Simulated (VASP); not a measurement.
# Tl (I4/mmm) in VASP: notebook, part 2 of 2

VASP 6.6.1.

**4. Single point, r2SCAN (strain -0.1000 x Voigt [1, 1, 0, 0, 0, 0])**

Input file POSCAR:

```
Tl
1.0
   -1.7469000000      1.7469000000      1.9410000000
    1.7469000000     -1.7469000000      1.9410000000
    1.7469000000      1.7469000000     -1.9410000000
Tl
1
Direct
    0.0000000000      0.0000000000      0.0000000000
```

Input file INCAR.step1:

```
SYSTEM = Tl
PREC     = Accurate       ! precision mode
ENCUT    = 520            ! plane-wave cutoff, eV
ISMEAR   = 0              ! smearing method
SIGMA    = 0.15           ! smearing width, eV
LREAL    = .FALSE.        ! projectors in reciprocal space
LASPH    = .TRUE.         ! aspherical terms in the spheres
NELM     = 100            ! most SCF steps
NBANDS   = 12             ! bands
GGA      = PE             ! functional
ALGO     = Normal         ! electronic algorithm
EDIFF    = 1E-4           ! SCF threshold, eV
LWAVE    = .TRUE.         ! write WAVECAR
LCHARG   = .FALSE.        ! write CHGCAR
```

Input file INCAR.step2:

```
SYSTEM = Tl
PREC     = Accurate       ! precision mode
ENCUT    = 520            ! plane-wave cutoff, eV
EDIFF    = 1E-7           ! SCF threshold, eV
ISMEAR   = 0              ! smearing method
SIGMA    = 0.15           ! smearing width, eV
LREAL    = .FALSE.        ! projectors in reciprocal space
LASPH    = .TRUE.         ! aspherical terms in the spheres
NELM     = 100            ! most SCF steps
ALGO     = Normal         ! electronic algorithm
ISIF     = 2              ! what is computed and relaxed
LWAVE    = .FALSE.        ! write WAVECAR
LCHARG   = .FALSE.        ! write CHGCAR
METAGGA  = R2SCAN         ! meta-GGA
LMIXTAU  = .TRUE.       
NBANDS   = 12             ! bands
ISTART   = 1
```

Input file KPOINTS:

```
regular mesh
0
G
  18 18 18
  0 0 0
```

Potentials or basis: VASP PAW PBE potentials, release 64 (Tl_d).

Started as:

```console
cat potpaw_PBE.64/Tl_d/POTCAR > POTCAR
cp INCAR.step1 INCAR
mpirun -np 1 vasp_std > vasp.out
cp INCAR.step2 INCAR
mpirun -np 1 vasp_std > vasp.out
```

OUTCAR:

```text
SYSTEM = Tl
   PREC = Accurate
   ENCUT = 520
   EDIFF = 1E-7
   ISMEAR = 0
   LREAL = .FALSE.
   LASPH = .TRUE.
   NELM = 100
   ISIF = 2
   METAGGA = R2SCAN
   ISTART = 1

 ion  position               nearest neighbor table
   1  0.000  0.000  0.000-

  LATTYP: Found a body centered tetragonal cell.
 ALAT       =     3.4938000000
 C/A-ratio  =     1.1111111111

  Lattice vectors:

 A1 = (  -1.7469000000,   1.7469000000,   1.9410000000)
 A2 = (   1.7469000000,  -1.7469000000,   1.9410000000)
 A3 = (   1.7469000000,   1.7469000000,  -1.9410000000)

Analysis of symmetry for initial positions (statically):
=====================================================================
 Subroutine PRICEL returns:
 Original cell was already a primitive cell.

 Routine SETGRP: Setting up the symmetry group for a
 body centered tetragonal supercell.

 Subroutine GETGRP returns: Found 16 space group operations
 (whereof 16 operations were pure point group operations)
 out of a pool of 16 trial point group operations.

The static configuration has the point symmetry D_4h.

Analysis of symmetry for dynamics (positions and initial velocities):
=====================================================================
 Subroutine PRICEL returns:
 Original cell was already a primitive cell.

 Routine SETGRP: Setting up the symmetry group for a
 body centered tetragonal supercell.

 Subroutine GETGRP returns: Found 16 space group operations
 (whereof 16 operations were pure point group operations)
 out of a pool of 16 trial point group operations.

The dynamic configuration has the point symmetry D_4h.

 Subroutine INISYM returns: Found 16 space group operations
 (whereof 16 operations are pure point group operations),
 and found     1 'primitive' translations

----------------------------------------------------------------------------------------

                                     Primitive cell

  volume of cell :      23.6931

  direct lattice vectors                    reciprocal lattice vectors
    -1.746900000  1.746900000  1.941000000     0.000000000  0.286221306  0.257599176
     1.746900000 -1.746900000  1.941000000     0.286221306  0.000000000  0.257599176
     1.746900000  1.746900000 -1.941000000     0.286221306  0.286221306  0.000000000

  length of vectors
     3.141782968  3.141782968  3.141782968     0.385071385  0.385071385  0.404778053

  position of ions in fractional coordinates (direct lattice)
     0.000000000  0.000000000  0.000000000

  ion indices of the primitive-cell ions
   primitive index   ion index
                 1           1

----------------------------------------------------------------------------------------

 KPOINTS: regular mesh

Automatic generation of k-mesh.
 Grid dimensions read from file:
 generate k-points for:   18   18   18

 Generating k-lattice:

  Cartesian coordinates                     Fractional coordinates (reciprocal lattice)
     0.000000000  0.015901184  0.014311065     0.055555556 -0.000000000  0.000000000
     0.015901184  0.000000000  0.014311065    -0.000000000  0.055555556  0.000000000
     0.015901184  0.015901184  0.000000000     0.000000000  0.000000000  0.055555556

  Length of vectors
     0.021392855  0.021392855  0.022487670

  Shift w.r.t. Gamma in fractional coordinates (k-lattice)
     0.000000000  0.000000000  0.000000000

 Subroutine IBZKPT returns following result:
 ===========================================

 Found    480 irreducible k-points:

 Following reciprocal coordinates:
            Coordinates               Weight
  0.000000  0.000000  0.000000      1.000000
  0.055556  0.000000 -0.000000      8.000000
  0.111111  0.000000 -0.000000      8.000000
  0.166667  0.000000  0.000000      8.000000
  0.222222  0.000000  0.000000      8.000000
  0.277778  0.000000 -0.000000      8.000000
[... 16 lines left out ...]
 -0.277778  0.055556  0.000000     16.000000
 -0.222222  0.055556  0.000000     16.000000
 [... further k-points ...]
   k-points           NKPTS =    480   k-points in BZ     NKDIM =    480   number of bands    NBANDS=     12
   number of dos      NEDOS =    301   number of ions     NIONS =      1
   total plane-waves  NPLWV =  13824
   dimension x,y,z NGX =    24 NGY =   24 NGZ =   24
   dimension x,y,z NGXF=    48 NGYF=   48 NGZF=   48
   ions per type =               1
   NGX,Y,Z   is equivalent  to a cutoff of  12.70, 12.70, 12.70 a.u.
   NGXF,Y,Z  is equivalent  to a cutoff of  25.40, 25.40, 25.40 a.u.
 SYSTEM =  Tl
   PREC   = accura    normal or accurate (medium, high low for compatibility)
   ISTART =      1    job   : 0-new  1-cont  2-samecut
   ICHARG =      0    charge: 1-file 2-atom 10-const
   ISPIN  =      1    spin polarized calculation?
   LNONCOLLINEAR =      F non collinear calculations
   LSORBIT =      F    spin-orbit coupling
   LASPH  =      T    aspherical Exc in radial PAW
   ENCUT  =  520.0 eV  38.22 Ry    6.18 a.u.   5.84  5.84  5.84*2*pi/ulx,y,z
   NELM   =    100;   NELMIN=  2; NELMDL=  0     # of ELM steps
   EDIFF  = 0.1E-06   stopping-criterion for ELM
   LREAL  =      F    real-space projection
   EDIFFG = 0.1E-05   stopping-criterion for IOM
   NSW    =      0    number of steps for IOM
   IBRION =     -1    ionic relax: 0-MD 1-quasi-New 2-CG
   NFREE  =      0    steps in history (QN), initial steepest desc. (CG)
   ISIF   =      2    stress and relaxation
   ISYM   =      2    0-nonsym 1-usesym 2-fastsym
   POTIM  = 0.5000    time-step for ionic-motion
   TEBEG  =    0.0;   TEEND  =   0.0 temperature during run
   PSTRESS=    0.0 pullay stress
   NELECT =      13.0000    total number of electrons
   NUPDOWN=      -1.0000    fix difference up-down
   EMIN   =  10.00;   EMAX   =-10.00  energy-range for DOS
   EFERMI =   0.00;   METHOD = LEGACY
   ISMEAR =     0;   SIGMA  =   0.15  broadening in eV -4-tet -1-fermi 0-gaus
   EFERMI_NEDOS =   21; number of points for ismear=-14 and -15
   IALGO  =     38    algorithm
   IMIX   =      4    mixing-type and parameters
     AMIX     =   0.40;   BMIX     =  1.00
     AMIX_MAG =   1.60;   BMIX_MAG =  1.00
  volume/ion in A,a.u.               =      23.69       159.89
  Fermi-wavevector in a.u.,A,eV,Ry     =   1.340238  2.532683 24.439317  1.796239
  Thomas-Fermi vector in A             =   2.468567
   LORBIT       =      0    0 simple, 1 ext, 2 COOP (PROOUT), +10 PAW based schemes
   METAGGA = R2SCAN    functional components
   LHFCALC =     F    Hartree Fock is set to
   AEXX    =    0.0000 exact exchange contribution
   IVDW    =     0    specifies the selected vdW correction
   LEPSILON=     F    determine dielectric tensor
   LRPA    =     F    only Hartree local field effects (RPA)
 non-spin polarized calculation
 Gauss-broadening in eV      SIGMA  =   0.15
  energy-cutoff  :      520.00
  volume of cell :       23.69
 maximum number of plane-waves:       676
   NGX = 11   NGY = 11   NGZ = 11

 number of electron      13.0000006 magnetization

 Free energy of the ion-electron system (eV)
  ---------------------------------------------------
  ext. energy  EPLUGINS =         0.00000000
  ---------------------------------------------------
  free energy    TOTEN  =       -52.94470505 eV

  energy without entropy =      -52.94004427  energy(sigma->0) =      -52.94237466

 E-fermi :   8.8198     XC(G=0): -11.9338

 val. band max:        8.8166066837   @ k =  -0.4444   0.5000   0.2778
 cond. band min:       8.8668402812   @ k =   0.3333   0.3333   0.0556
 fundamental gap:      0.0502335975
 Fermi energy:         8.8198482511

 k-point     1 :       0.0000    0.0000    0.0000
  band No.  band energies     occupation
      1      -3.9391      2.00000
      2      -3.9391      2.00000
      3      -3.7363      2.00000
      4      -3.3370      2.00000
      5      -3.1992      2.00000
      6      -3.1394      2.00000
      7      21.3477      0.00000
      8      21.4834      0.00000
      9      21.6902      0.00000
     10      21.6902      0.00000
     11      23.8732      0.00000
     12      23.8732      0.00000
[... 331 lines left out ...]
 k-point    24 :      -0.2222    0.0556    0.0000
  band No.  band energies     occupation
      1      -3.9777      2.00000
      2      -3.9069      2.00000
      3      -3.5222      2.00000
      4      -3.3700      2.00000
      5      -3.1864      2.00000
      6      -1.9802      2.00000
      7      15.0260      0.00000
      8      19.1781      0.00000
      9      19.6449      0.00000
     10      22.1032      0.00000
     11      22.6744      0.00000
     12      23.2768      0.00000

 [... further k-points ...]

------------------------ aborting loop because EDIFF is reached ----------------------------------------

  FORCE on cell =-STRESS in cart. coord.  units (eV):
  Direction    XX          YY          ZZ          XY          YZ          ZX
  --------------------------------------------------------------------------------------
  -------------------------------------------------------------------------------------
  Total        2.1667972      2.1667972      2.0532720      0.0000000      0.0000000      0.0000000
  in kB      146.5234808    146.5234808    138.8466615      0.0000000      0.0000000      0.0000000
  external PRESSURE =     143.9645410 kB  Pullay stress =       0.0000000 kB

 VOLUME and BASIS-vectors are now :
 -----------------------------------------------------------------------------
  energy-cutoff  :      520.00
  volume of cell :       23.69
      direct lattice vectors                 reciprocal lattice vectors
    -1.746900000  1.746900000  1.941000000     0.000000000  0.286221306  0.257599176
     1.746900000 -1.746900000  1.941000000     0.286221306  0.000000000  0.257599176
     1.746900000  1.746900000 -1.941000000     0.286221306  0.286221306  0.000000000

 POSITION                                       TOTAL-FORCE (eV/Angst)
 -----------------------------------------------------------------------------------
      0.00000      0.00000      0.00000         0.000000     -0.000000      0.000000
 -----------------------------------------------------------------------------------
    total drift:                               -0.000000      0.000000      0.000000

  FREE ENERGIE OF THE ION-ELECTRON SYSTEM (eV)
  ---------------------------------------------------
  free  energy   TOTEN  =       -52.9447050453 eV

  energy  without entropy=      -52.9400442697  energy(sigma->0) =      -52.94237466
```

Run time: 5.8 min. Hardware: 1 thread of AMD EPYC 9R14 (Zen 4), shared host; peak memory 0.22 GiB.

What came out:

```
Free energy : -52.9447 eV
Pressure    : 14.4 GPa
```

Stress tensor (GPa, compression positive):
```
14.65  0.00  0.00
 0.00 14.65  0.00
 0.00  0.00 13.88
```

Caveat: the cell differs from its parent crystal (strain -0.1000 x Voigt [1, 1, 0, 0, 0, 0]); the PAW data sets were made with another functional, which shifts forces and pressure a little; spin-orbit coupling is left out, which moves the levels of the heavy elements.

**5. The runs side by side**

```tsv
cell	gap on the mesh (eV)	pressure (GPa)
a = 3.532 Å, angles 107.6, 107.6, 113.3°, 1 atom	none	-2.8
a = 3.590 Å, angles 107.0, 107.0, 114.5°, 1 atom	none	-3.4
a = 3.142 Å, angles 112.4, 112.4, 103.7°, 1 atom	none	14.4
```

Alike in all rows: task single point; level r2SCAN; potentials or basis VASP PAW PBE potentials, release 64 (Tl_d); no spin polarisation; k mesh 18 × 18 × 18; cutoff (eV) 520; smearing gaussian 0.15 eV.

Caveats: the PAW data sets were made with another functional, which shifts forces and pressure a little; spin-orbit coupling is left out, which moves the levels of the heavy elements.

Total energies depend on the potentials used, so only differences within one code and one set of settings carry meaning.
